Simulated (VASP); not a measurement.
Input of a VASP 6.6.1 run:

The input INCAR:

```
ALGO     = Normal         # electronic algorithm
EDIFF    = 1E-6           # SCF threshold, eV
ENCUT    = 520            # plane-wave cutoff, eV
GGA      = PE             # functional
ISIF     = 2              # what is computed and relaxed
ISMEAR   = 0              # smearing method
LASPH    = True           # aspherical terms in the spheres
LCHARG   = True           # write CHGCAR
LELF     = True           # ELF
LREAL    = False          # projectors in reciprocal space
LVHAR    = True         
LWAVE    = False          # write WAVECAR
NBANDS   = 12             # bands
NELM     = 80             # most SCF steps
PREC     = Accurate       # precision mode
SIGMA    = 0.1            # smearing width, eV
```

Contents of KPOINTS:

```
k-points
0
Gamma
  4 4 4
```

Contents of POSCAR:

```
SbS
1.0
    3.9573932100      0.0000000000      0.0000000000
    0.0000000000      3.9573932100      0.0000000000
    0.0000000000      0.0000000000      3.9573932100
Sb S
1 1
Direct
    0.5000000000      0.5000000000      0.5000000000
    0.0000000000      0.0000000000      0.0000000000
```

Potentials or basis: VASP PAW PBE potentials, release 64 (Sb, S).

Run with:

```bash
$ cat potpaw_PBE.64/Sb/POTCAR potpaw_PBE.64/S/POTCAR > POTCAR
$ mpirun -np 1 vasp_std > vasp.out
```

Problem. Predict the pressure.

Solution. -12.3 GPa.

Caveat: the k points lie up to 0.40 Å⁻¹ apart.
